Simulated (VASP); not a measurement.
# BaTiO3 (Pm) in VASP: single point with r2SCAN

Aim: the single point of BaTiO3 with r2SCAN.

Program: VASP 6.6.1. These are calculated values, not measurements. Logs are shortened: lines on timing, memory, paths and dates and some standing lists are left out, and cuts for length are marked.

**1. The cell of the first run**

The structure is monoclinic, space group Pm (No. 6). The conventional cell has a = 3.994 Å, b = 3.994 Å, c = 12.088 Å, α = 90.00°, β = 97.59°, γ = 90.00°. Ba (site symmetry m) has 1 O at 2.04 Å within 2.7 Å. Ba (site symmetry m) has 12 O at 2.82 Å and 8 Ti at 3.46 Å within 3.7 Å. Ba (site symmetry m) has 12 O at 2.82 Å and 8 Ti at 3.46 Å within 3.7 Å. Ti (site symmetry m) has 6 O at 2.00 to 2.56 Å within 2.6 Å. Within 2.6 Å of Ti (site symmetry m) lie 6 O at 2.00 Å. Ti (site symmetry m) has 6 O at 2.00 Å within 2.6 Å. O (site symmetry m) has 2 Ti at 2.00 Å within 2.6 Å. O (site symmetry m) has 2 Ti at 2.00 Å within 2.6 Å.

**2. Single point, r2SCAN (the part above a cut slid along it)**

POSCAR

```
BaTiO3
1.0
   -3.9939696152      0.0000000000      0.0000000000
    0.0000000000     -3.9939696152      0.0000000000
   -1.5975878461      0.0000000000     11.9823115418
Ba Ti O
3 3 9
Direct
   -0.3666600000      1.0000000000      0.9166500000
   -0.0999933333      1.0000000000      0.2499833333
   -0.2333266667      1.0000000000      0.5833166667
    0.4666733333      0.5000000000      0.0833166667
    0.3333400000      0.5000000000      0.4166500000
    0.2000066667      0.5000000000      0.7499833333
    0.4000066667      0.5000000000      0.2499833333
    0.2666733333      0.5000000000      0.5833166667
    0.1333400000      0.5000000000      0.9166500000
    0.4666733333      0.0000000000      0.0833166667
    0.3333400000      0.0000000000      0.4166500000
    0.2000066667      0.0000000000      0.7499833333
    0.9666733333      0.5000000000      0.0833166667
    0.8333400000      0.5000000000      0.4166500000
    0.7000066667      0.5000000000      0.7499833333
```

INCAR.step1

```
PREC = Accurate
ENCUT = 520
ISMEAR = 0
SIGMA = 0.05
LREAL = Auto
LASPH = True
NELM = 60
NBANDS = 73
GGA = PE
ALGO = Normal
EDIFF = 1E-4
LWAVE = True
LCHARG = False
```

INCAR.step2

```
PREC = Accurate
ENCUT = 520
EDIFF = 1E-6
ISMEAR = 0
SIGMA = 0.05
LREAL = Auto
LASPH = True
NELM = 60
ALGO = Normal
ISIF = 2
LWAVE = False
LCHARG = False
METAGGA = R2SCAN
LMIXTAU = True
NBANDS = 73
ISTART = 1
```

KPOINTS

```
regular mesh
0
Gamma
  7 7 3
```

Potentials or basis: VASP PAW PBE potentials, release 64 (Ba_sv, Ti_sv, O).

Launch:

```
$ cat potpaw_PBE.64/Ba_sv/POTCAR potpaw_PBE.64/Ti_sv/POTCAR potpaw_PBE.64/O/POTCAR > POTCAR
$ cp INCAR.step1 INCAR
$ mpirun -np 1 vasp_std > vasp.out
$ cp INCAR.step2 INCAR
$ mpirun -np 1 vasp_std > vasp.out
```

OUTCAR:

```text
PREC = Accurate
   ENCUT = 520
   EDIFF = 1E-6
   ISMEAR = 0
   LREAL = Auto
   LASPH = True
   NELM = 60
   ISIF = 2
   METAGGA = R2SCAN
   ISTART = 1

 ion  position               nearest neighbor table
   1  0.633  0.000  0.917-  10 2.04   9 2.82   9 2.82   9 2.82   9 2.82  12 2.82  15 2.82  15 2.82
                            12 2.82   4 2.85   4 2.85  13 3.24  13 3.24   6 3.46   6 3.46   6 3.46
   2  0.900  0.000  0.250-   7 2.82   7 2.82   7 2.82   7 2.82  10 2.82  13 2.82  13 2.82  10 2.82
                            11 2.82  14 2.82  14 2.82  11 2.82   4 3.46   4 3.46   4 3.46   4 3.46
   3  0.767  0.000  0.583-   8 2.82   8 2.82   8 2.82   8 2.82  12 2.82  15 2.82  15 2.82  12 2.82
                            11 2.82  14 2.82  14 2.82  11 2.82   6 3.46   6 3.46   6 3.46   6 3.46
   4  0.467  0.500  0.083-  10 2.00  13 2.00  10 2.00  13 2.00   7 2.00   1 2.85   1 2.85   2 3.46
                             2 3.46   2 3.46   2 3.46
   5  0.333  0.500  0.417-  11 2.00  14 2.00  11 2.00  14 2.00   7 2.00   8 2.00   2 3.46   2 3.46
                             3 3.46   3 3.46   2 3.46   2 3.46   3 3.46   3 3.46
   6  0.200  0.500  0.750-  12 2.00  15 2.00  12 2.00  15 2.00   8 2.00   9 2.00   3 3.46   3 3.46
                             3 3.46   3 3.46   1 3.46   1 3.46   1 3.46   1 3.46
   7  0.400  0.500  0.250-   4 2.00   5 2.00   2 2.82   2 2.82   2 2.82   2 2.82
   8  0.267  0.500  0.583-   6 2.00   5 2.00   3 2.82   3 2.82   3 2.82   3 2.82
   9  0.133  0.500  0.917-   6 2.00   1 2.82   1 2.82   1 2.82   1 2.82
  10  0.467  0.000  0.083-   4 2.00   4 2.00   1 2.04   2 2.82   2 2.82
  11  0.333  0.000  0.417-   5 2.00   5 2.00   2 2.82   3 2.82   2 2.82   3 2.82
  12  0.200  0.000  0.750-   6 2.00   6 2.00   3 2.82   3 2.82   1 2.82   1 2.82
  13  0.967  0.500  0.083-   4 2.00   4 2.00   2 2.82   2 2.82   1 3.24   1 3.24
  14  0.833  0.500  0.417-   5 2.00   5 2.00   2 2.82   2 2.82   3 2.82   3 2.82
  15  0.700  0.500  0.750-   6 2.00   6 2.00   3 2.82   3 2.82   1 2.82   1 2.82

  LATTYP: Found a simple monoclinic cell.
 ALAT       =     3.9939696152
 B/A-ratio  =     1.0000000000
 C/A-ratio  =     3.0266491317
 COS(beta)  =    -0.1321593560

  Lattice vectors:

 A1 = (  -3.9939696152,   0.0000000000,   0.0000000000)
 A2 = (   0.0000000000,   3.9939696152,   0.0000000000)
 A3 = (   1.5975878461,   0.0000000000, -11.9823115418)

Analysis of symmetry for initial positions (statically):
=====================================================================
 Subroutine PRICEL returns:
 Original cell was already a primitive cell.

 Routine SETGRP: Setting up the symmetry group for a
 simple monoclinic supercell.

 Subroutine GETGRP returns: Found  2 space group operations
 (whereof  2 operations were pure point group operations)
 out of a pool of  4 trial point group operations.

The static configuration has the point symmetry C_1h.

[... 161 lines left out ...]
  Thomas-Fermi vector in A             =   2.524623
   LORBIT       =      0    0 simple, 1 ext, 2 COOP (PROOUT), +10 PAW based schemes
   METAGGA = R2SCAN    functional components
   LHFCALC =     F    Hartree Fock is set to
   AEXX    =    0.0000 exact exchange contribution
   IVDW    =     0    specifies the selected vdW correction
   LEPSILON=     F    determine dielectric tensor
   LRPA    =     F    only Hartree local field effects (RPA)
 non-spin polarized calculation
 Gauss-broadening in eV      SIGMA  =   0.05
  energy-cutoff  :      520.00
  volume of cell :      191.14
 maximum number of plane-waves:      5195
 NGX is ok and might be reduce to    30
   NGX = 15   NGY = 15   NGZ = 45

 number of electron     119.9999934 magnetization

 Free energy of the ion-electron system (eV)
  ---------------------------------------------------
  ext. energy  EPLUGINS =         0.00000000
  ---------------------------------------------------
  free energy    TOTEN  =      -216.14823461 eV

  energy without entropy =     -216.14823459  energy(sigma->0) =     -216.14823460

 E-fermi :   4.8842     XC(G=0): -11.9328

 val. band max:        4.7213274590   @ k =   0.0000   0.0000   0.0000
 cond. band min:       5.0430665787   @ k =   0.0000   0.0000   0.0000
 fundamental gap:      0.3217391197
 Fermi energy:         4.8841679482

 k-point     1 :       0.0000    0.0000    0.0000
  band No.  band energies     occupation
      1     -55.9988      2.00000
      2     -55.2943      2.00000
      3     -54.5372      2.00000
      4     -31.3218      2.00000
      5     -31.2682      2.00000
      6     -30.9889      2.00000
[... 1789 lines left out ...]
     71       7.6648      0.00000
     72       8.1289      0.00000

 [... further k-points ...]

 [bands above 72 left out]

------------------------ aborting loop because EDIFF is reached ----------------------------------------

  FORCE on cell =-STRESS in cart. coord.  units (eV):
  Direction    XX          YY          ZZ          XY          YZ          ZX
  --------------------------------------------------------------------------------------
  -------------------------------------------------------------------------------------
  Total       -4.1686623      6.3594369     29.6451165      0.0000000      0.0000000     10.5910843
  in kB      -34.9427576     53.3063716    248.4926932      0.0000000      0.0000000     88.7770860
  external PRESSURE =      88.9521024 kB  Pullay stress =       0.0000000 kB

 VOLUME and BASIS-vectors are now :
 -----------------------------------------------------------------------------
  energy-cutoff  :      520.00
  volume of cell :      191.14
      direct lattice vectors                 reciprocal lattice vectors
    -3.993969615  0.000000000  0.000000000    -0.250377468  0.000000000 -0.033382540
     0.000000000 -3.993969615  0.000000000     0.000000000 -0.250377468  0.000000000
    -1.597587846  0.000000000 11.982311542     0.000000000  0.000000000  0.083456351

 POSITION                                       TOTAL-FORCE (eV/Angst)
 -----------------------------------------------------------------------------------
     -3.99397      0.00000     10.98359        -2.533864      0.000000    -11.358154
     -3.99397      0.00000      2.99538        -0.019974      0.000000      0.193551
     -3.99397      0.00000      6.98948        -0.002613      0.000000      0.417649
     -1.99698     -1.99698      0.99833         0.761489      0.000000      4.487469
     -1.99698     -1.99698      4.99243        -0.005657      0.000000      1.325185
     -1.99698     -1.99698      8.98653         0.058797      0.000000      1.277599
     -1.99698     -1.99698      2.99538         0.157305      0.000000     -1.358057
     -1.99698     -1.99698      6.98948        -0.048840      0.000000     -1.211745
     -1.99698     -1.99698     10.98359        -2.057171      0.000000     -3.586560
     -1.99698      0.00000      0.99833         1.719535      0.000000      7.610829
     -1.99698      0.00000      4.99243         0.002680      0.000000     -0.377464
     -1.99698      0.00000      8.98653        -0.126901      0.000000     -0.302770
     -3.99397     -1.99698      0.99833         2.197827      0.000000      3.157500
     -3.99397     -1.99698      4.99243         0.006793      0.000000     -0.290659
     -3.99397     -1.99698      8.98653        -0.109406      0.000000      0.015627
 -----------------------------------------------------------------------------------
    total drift:                                0.001215     -0.000000      0.006190

  FREE ENERGIE OF THE ION-ELECTRON SYSTEM (eV)
  ---------------------------------------------------
  free  energy   TOTEN  =      -216.1482346126 eV

  energy  without entropy=     -216.1482345939  energy(sigma->0) =     -216.14823460
```

Run time: 57 min. Hardware: 1 thread of Oxide Virtual Turin-like, shared host; peak memory 0.51 GiB.

Results:

```
Free energy            : -216.1482 eV
Pressure               : 8.9 GPa
Largest force          : 11.637 eV/Å
Band gap on the k mesh : 0.32 eV
```

Forces in eV/Å, atoms in the order of the input:
```
Ba   -2.534   0.000 -11.358
Ba   -0.020   0.000   0.194
Ba   -0.003   0.000   0.418
Ti    0.761   0.000   4.487
Ti   -0.006   0.000   1.325
Ti    0.059   0.000   1.278
O     0.157   0.000  -1.358
O    -0.049   0.000  -1.212
O    -2.057   0.000  -3.587
O     1.720   0.000   7.611
O     0.003   0.000  -0.377
O    -0.127   0.000  -0.303
O     2.198   0.000   3.158
O     0.007   0.000  -0.291
O    -0.109   0.000   0.016
```

Stress tensor (GPa, compression positive):
```
-3.49  0.00  8.88
 0.00  5.33  0.00
 8.88  0.00 24.85
```

Caveat: the cell differs from its parent crystal (the part above a cut slid along it); the stress differs along the axes, from -3 to 25 GPa; the PAW data sets were made with another functional, which shifts forces and pressure a little; spin-orbit coupling is left out, which moves the levels of the heavy elements. A k mesh can miss the band edges.
